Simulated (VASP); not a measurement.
# Be2Sn (Fm-3m) in VASP: settings compared, part 3 of 3

VASP 6.6.1.

### Step 5. Single point, PBE

Input file INCAR:

```
SYSTEM = Be2Sn
PREC = Accurate
ENCUT = 520
EDIFF = 1E-6
ISMEAR = -1
SIGMA = 0.02
LREAL = .FALSE.
LASPH = .TRUE.
NELM = 100
ALGO = Normal
ISIF = 2
LWAVE = .FALSE.
LCHARG = .TRUE.
GGA = PE
LELF = .TRUE.
LVHAR = .TRUE.
ISYM = 0
NBANDS = 16
```

Input file KPOINTS:

```
Automatic mesh
0
G
  6 6 6
  0 0 0
```

Input file POSCAR:

```
Be2Sn
1.0
    0.0000000000      2.9015655565      2.9015655565
    2.9015655565      0.0000000000      2.9015655565
    2.9015655565      2.9015655565      0.0000000000
Sn Be
1 2
Direct
    0.0000000000      0.0000000000      0.0000000000
    0.2500000000      0.2500000000      0.2500000000
    0.7500000000      0.7500000000      0.7500000000
```

Potentials or basis: VASP PAW PBE potentials, release 64 (Sn_d, Be).

On the command line:

```bash
> cat potpaw_PBE.64/Sn_d/POTCAR potpaw_PBE.64/Be/POTCAR > POTCAR
> mpirun -np 1 vasp_std > vasp.out
```

OUTCAR:

```text
SYSTEM = Be2Sn
   PREC = Accurate
   ENCUT = 520
   EDIFF = 1E-6
   ISMEAR = -1
   LREAL = .FALSE.
   LASPH = .TRUE.
   NELM = 100
   ISIF = 2
   GGA = PE
   ISYM = 0

 ion  position               nearest neighbor table
   1  0.000  0.000  0.000-   2 2.51   3 2.51   3 2.51   3 2.51   3 2.51   2 2.51   2 2.51   2 2.51

   2  0.250  0.250  0.250-   1 2.51   1 2.51   1 2.51   1 2.51
   3  0.750  0.750  0.750-   1 2.51   1 2.51   1 2.51   1 2.51

IMPORTANT INFORMATION: All symmetrisations will be switched off!
NOSYMM: (Re-)initialisation of all symmetry stuff for point group C_1.

----------------------------------------------------------------------------------------

                                     Primitive cell

  volume of cell :      48.8570

  direct lattice vectors                    reciprocal lattice vectors
     0.000000000  2.901565557  2.901565557    -0.172320766  0.172320766  0.172320766
     2.901565557  0.000000000  2.901565557     0.172320766 -0.172320766  0.172320766
     2.901565557  2.901565557  0.000000000     0.172320766  0.172320766 -0.172320766

  length of vectors
     4.103433362  4.103433362  4.103433362     0.298468322  0.298468322  0.298468322

  position of ions in fractional coordinates (direct lattice)
     0.000000000  0.000000000  0.000000000
     0.250000000  0.250000000  0.250000000
     0.750000000  0.750000000  0.750000000

  ion indices of the primitive-cell ions
   primitive index   ion index
                 1           1
                 2           2
                 3           3

----------------------------------------------------------------------------------------

 KPOINTS: Automatic mesh

Automatic generation of k-mesh.
 Grid dimensions read from file:
 generate k-points for:    6    6    6

 Generating k-lattice:

  Cartesian coordinates                     Fractional coordinates (reciprocal lattice)
    -0.028720128  0.028720128  0.028720128     0.166666667  0.000000000  0.000000000
     0.028720128 -0.028720128  0.028720128     0.000000000  0.166666667  0.000000000
     0.028720128  0.028720128 -0.028720128     0.000000000  0.000000000  0.166666667

  Length of vectors
     0.049744720  0.049744720  0.049744720

  Shift w.r.t. Gamma in fractional coordinates (k-lattice)
     0.000000000  0.000000000  0.000000000

 Subroutine IBZKPT returns following result:
 ===========================================

 Found    112 irreducible k-points:

 Following reciprocal coordinates:
            Coordinates               Weight
  0.000000  0.000000  0.000000      1.000000
  0.166667  0.000000  0.000000      2.000000
  0.000000  0.166667  0.000000      2.000000
  0.000000  0.000000  0.166667      2.000000
  0.166667  0.166667  0.166667      2.000000
  0.333333  0.000000  0.000000      2.000000
[... 16 lines left out ...]
  0.166667 -0.166667 -0.166667      2.000000
  0.333333  0.333333  0.166667      2.000000
 [... further k-points ...]
   k-points           NKPTS =    112   k-points in BZ     NKDIM =    112   number of bands    NBANDS=     16
   number of dos      NEDOS =    301   number of ions     NIONS =      3
   total plane-waves  NPLWV =  32768
   dimension x,y,z NGX =    32 NGY =   32 NGZ =   32
   dimension x,y,z NGXF=    64 NGYF=   64 NGZF=   64
   ions per type =               1   2
   NGX,Y,Z   is equivalent  to a cutoff of  12.96, 12.96, 12.96 a.u.
   NGXF,Y,Z  is equivalent  to a cutoff of  25.93, 25.93, 25.93 a.u.
 SYSTEM =  Be2Sn
   PREC   = accura    normal or accurate (medium, high low for compatibility)
   ISTART =      0    job   : 0-new  1-cont  2-samecut
   ICHARG =      2    charge: 1-file 2-atom 10-const
   ISPIN  =      1    spin polarized calculation?
   LNONCOLLINEAR =      F non collinear calculations
   LSORBIT =      F    spin-orbit coupling
   LASPH  =      T    aspherical Exc in radial PAW
   ENCUT  =  520.0 eV  38.22 Ry    6.18 a.u.   7.63  7.63  7.63*2*pi/ulx,y,z
   NELM   =    100;   NELMIN=  2; NELMDL= -5     # of ELM steps
   EDIFF  = 0.1E-05   stopping-criterion for ELM
   LREAL  =      F    real-space projection
   EDIFFG = 0.1E-04   stopping-criterion for IOM
   NSW    =      0    number of steps for IOM
   IBRION =     -1    ionic relax: 0-MD 1-quasi-New 2-CG
   NFREE  =      0    steps in history (QN), initial steepest desc. (CG)
   ISIF   =      2    stress and relaxation
   ISYM   =      0    0-nonsym 1-usesym 2-fastsym
   POTIM  = 0.5000    time-step for ionic-motion
   TEBEG  =    0.0;   TEEND  =   0.0 temperature during run
   PSTRESS=    0.0 pullay stress
   NELECT =      18.0000    total number of electrons
   NUPDOWN=      -1.0000    fix difference up-down
   EMIN   =  10.00;   EMAX   =-10.00  energy-range for DOS
   EFERMI =   0.00;   METHOD = LEGACY
   ISMEAR =    -1;   SIGMA  =   0.02  broadening in eV -4-tet -1-fermi 0-gaus
   EFERMI_NEDOS =   21; number of points for ismear=-14 and -15
   IALGO  =     38    algorithm
   IMIX   =      4    mixing-type and parameters
     AMIX     =   0.40;   BMIX     =  1.00
     AMIX_MAG =   1.60;   BMIX_MAG =  1.00
  volume/ion in A,a.u.               =      16.29       109.90
  Fermi-wavevector in a.u.,A,eV,Ry     =   1.173609  2.217799 18.740081  1.377357
  Thomas-Fermi vector in A             =   2.310019
   LORBIT       =      0    0 simple, 1 ext, 2 COOP (PROOUT), +10 PAW based schemes
   GGA     = PE    functional components
   LHFCALC =     F    Hartree Fock is set to
   AEXX    =    0.0000 exact exchange contribution
   IVDW    =     0    specifies the selected vdW correction
   LEPSILON=     F    determine dielectric tensor
   LRPA    =     F    only Hartree local field effects (RPA)
 non-spin polarized calculation
  energy-cutoff  :      520.00
  volume of cell :       48.86
 maximum number of plane-waves:      1363
 NGX is ok and might be reduce to    32
   NGX = 15   NGY = 15   NGZ = 15

 number of electron      17.9999994 magnetization

 Free energy of the ion-electron system (eV)
  ---------------------------------------------------
  ext. energy  EPLUGINS =         0.00000000
  ---------------------------------------------------
  free energy    TOTEN  =        -9.69197884 eV

  energy without entropy =       -9.68939447  energy(sigma->0) =       -9.69068665

 E-fermi :   6.6577     XC(G=0):  -9.8539

 val. band max:        6.6454577276   @ k =  -0.3333  -0.1667  -0.1667
 cond. band min:       6.9898032768   @ k =   0.3333   0.3333  -0.1667
 fundamental gap:      0.3443455492
 Fermi energy:         6.6576912223

 k-point     1 :       0.0000    0.0000    0.0000
  band No.  band energies     occupation
      1     -14.7146      2.00000
      2     -14.7146      2.00000
      3     -14.7146      2.00000
      4     -14.6263      2.00000
      5     -14.6263      2.00000
      6      -4.3488      2.00000
[... 8 lines left out ...]
     15      12.3038      0.00000
     16      12.3038      0.00000

 k-point     2 :       0.1667    0.0000    0.0000
  band No.  band energies     occupation
      1     -14.7118      2.00000
      2     -14.7091      2.00000
      3     -14.7091      2.00000
      4     -14.6261      2.00000
      5     -14.6261      2.00000
      6      -4.0292      2.00000
[... 8 lines left out ...]
     15      12.0890      0.00000
     16      12.0890      0.00000

 k-point     3 :       0.0000    0.1667    0.0000
  band No.  band energies     occupation
      1     -14.7118      2.00000
      2     -14.7091      2.00000
      3     -14.7091      2.00000
      4     -14.6261      2.00000
      5     -14.6261      2.00000
      6      -4.0292      2.00000
[... 8 lines left out ...]
     15      12.0890      0.00000
     16      12.0890      0.00000
[... 362 lines left out ...]
 k-point    23 :       0.1667   -0.1667   -0.1667
  band No.  band energies     occupation
      1     -14.7141      2.00000
      2     -14.6948      2.00000
      3     -14.6937      2.00000
      4     -14.6319      2.00000
      5     -14.6196      2.00000
      6      -3.2010      2.00000
[... 8 lines left out ...]
     15      14.6290      0.00000
     16      14.6949      0.00000

 k-point    24 :       0.3333    0.3333    0.1667
  band No.  band energies     occupation
      1     -14.7141      2.00000
      2     -14.6948      2.00000
      3     -14.6937      2.00000
      4     -14.6319      2.00000
      5     -14.6196      2.00000
      6      -3.2010      2.00000
[... 8 lines left out ...]
     15      14.6290      0.00000
     16      14.6949      0.00000

 [... further k-points ...]

------------------------ aborting loop because EDIFF is reached ----------------------------------------

  FORCE on cell =-STRESS in cart. coord.  units (eV):
  Direction    XX          YY          ZZ          XY          YZ          ZX
  --------------------------------------------------------------------------------------
  -------------------------------------------------------------------------------------
  Total        0.0822069      0.0822073      0.0822052      0.0000027     -0.0000072     -0.0000012
  in kB        2.6958243      2.6958366      2.6957703      0.0000870     -0.0002363     -0.0000382
  external PRESSURE =       2.6958104 kB  Pullay stress =       0.0000000 kB

 VOLUME and BASIS-vectors are now :
 -----------------------------------------------------------------------------
  energy-cutoff  :      520.00
  volume of cell :       48.86
      direct lattice vectors                 reciprocal lattice vectors
     0.000000000  2.901565557  2.901565557    -0.172320766  0.172320766  0.172320766
     2.901565557  0.000000000  2.901565557     0.172320766 -0.172320766  0.172320766
     2.901565557  2.901565557  0.000000000     0.172320766  0.172320766 -0.172320766

 POSITION                                       TOTAL-FORCE (eV/Angst)
 -----------------------------------------------------------------------------------
      0.00000      0.00000      0.00000        -0.000001     -0.000006      0.000002
      1.45078      1.45078      1.45078        -0.000000      0.000003     -0.000001
      4.35235      4.35235      4.35235         0.000002      0.000004     -0.000001
 -----------------------------------------------------------------------------------
    total drift:                               -0.000003     -0.000009      0.000002

  FREE ENERGIE OF THE ION-ELECTRON SYSTEM (eV)
  ---------------------------------------------------
  free  energy   TOTEN  =        -9.6919788388 eV

  energy  without entropy=       -9.6893944683  energy(sigma->0) =       -9.69068665
```

OSZICAR:

```text
N       E                     dE             d eps       ncg     rms          rms(c)
DAV:   1     0.101397582153E+03    0.10140E+03   -0.87694E+03  3608   0.138E+03
DAV:   2    -0.161114546687E+01   -0.10301E+03   -0.99640E+02  3960   0.345E+02
DAV:   3    -0.957917962270E+01   -0.79680E+01   -0.79271E+01  4784   0.810E+01
DAV:   4    -0.976573482352E+01   -0.18656E+00   -0.18650E+00  4304   0.137E+01
DAV:   5    -0.977243374335E+01   -0.66989E-02   -0.66988E-02  5216   0.247E+00    0.357E+00
DAV:   6    -0.971164685257E+01    0.60787E-01   -0.49038E-02  4776   0.330E+00    0.203E+00
DAV:   7    -0.969145214560E+01    0.20195E-01   -0.31886E-02  4632   0.250E+00    0.225E-01
DAV:   8    -0.969174941525E+01   -0.29727E-03   -0.39484E-03  4176   0.721E-01    0.789E-02
DAV:   9    -0.969195468952E+01   -0.20527E-03   -0.28915E-04  4376   0.135E-01    0.101E-02
DAV:  10    -0.969197549269E+01   -0.20803E-04   -0.22312E-05  4768   0.304E-02    0.489E-03
DAV:  11    -0.969197916272E+01   -0.36700E-05   -0.62160E-06  4240   0.162E-02    0.932E-04
DAV:  12    -0.969197883881E+01    0.32392E-06   -0.37198E-07  3584   0.806E-03
   1 F= -.96919788E+01 E0= -.96906867E+01  d E =-.258437E-02
```

stdout:

```text
POSCAR found type information on POSCAR SnBe
 POSCAR found :  2 types and       3 ions
 scaLAPACK will be used
 LDA part: xc-table for (Slater+PW92), standard interpolation
 POSCAR, INCAR and KPOINTS ok, starting setup
 FFT: planning ... GRIDC
 FFT: planning ... GRID_SOFT
 FFT: planning ... GRID
 WAVECAR not read
 entering main loop
```

Wall time 41 s (1 thread of Intel Xeon Platinum 8375C at 2.90GHz (Ice Lake), shared host); peak memory 0.23 GiB.

What came out:

| Quantity | Value |
| --- | --- |
| Free energy | -9.6920 eV |
| Pressure | 0.3 GPa |
| Band gap on the k mesh | zero (bands 9 and 10 overlap by 1.26 eV) |

Levels at points of the mesh, in eV from the Fermi level:
```csv
k point,band 7,band 8,band 9,band 10,band 11,band 12
"(0.00, 0.00, 0.00)",1.00,1.00,1.00,1.24,1.24,1.24
"(0.50, 0.00, 0.00)",-6.46,-1.01,-1.01,1.72,1.72,2.01
"(0.00, 0.50, 0.00)",-6.46,-1.01,-1.01,1.72,1.72,2.01
"(0.00, 0.00, 0.50)",-6.46,-1.01,-1.01,1.72,1.72,2.01
"(0.50, 0.50, 0.50)",-6.46,-1.01,-1.01,1.72,1.72,2.01
"(0.50, 0.50, 0.00)",-5.89,-3.27,-3.27,-0.26,0.89,6.93
"(0.00, 0.50, 0.50)",-5.89,-3.27,-3.27,-0.26,0.89,6.93
"(0.50, 0.00, 0.50)",-5.89,-3.27,-3.27,-0.26,0.89,6.93
```

Caveat: spin-orbit coupling is left out, which moves the levels of the heavy elements.

### Step 6. Overview

| level | spin | gap on the mesh (eV) | pressure (GPa) |
| --- | --- | --- | --- |
| PBE | off | none | 0.3 |
| r2SCAN | off | none | -0.2 |
| PBE | collinear, zero start | none | 0.3 |

Alike in all rows: task single point; potentials or basis VASP PAW PBE potentials, release 64 (Sn_d, Be); cell as given; k mesh 6 × 6 × 6; cutoff (eV) 520; smearing fermi-dirac 0.02 eV.

The pressure there spans -0.2 GPa (r2SCAN) to 0.3 GPa (PBE); a positive pressure means that this level wants a larger cell, a negative one a smaller.

Caveats: spin-orbit coupling is left out, which moves the levels of the heavy elements; the PAW data sets were made with another functional, which shifts forces and pressure a little (at least some runs).

Total energies depend on the potentials used, so only differences within one code and one set of settings carry meaning.
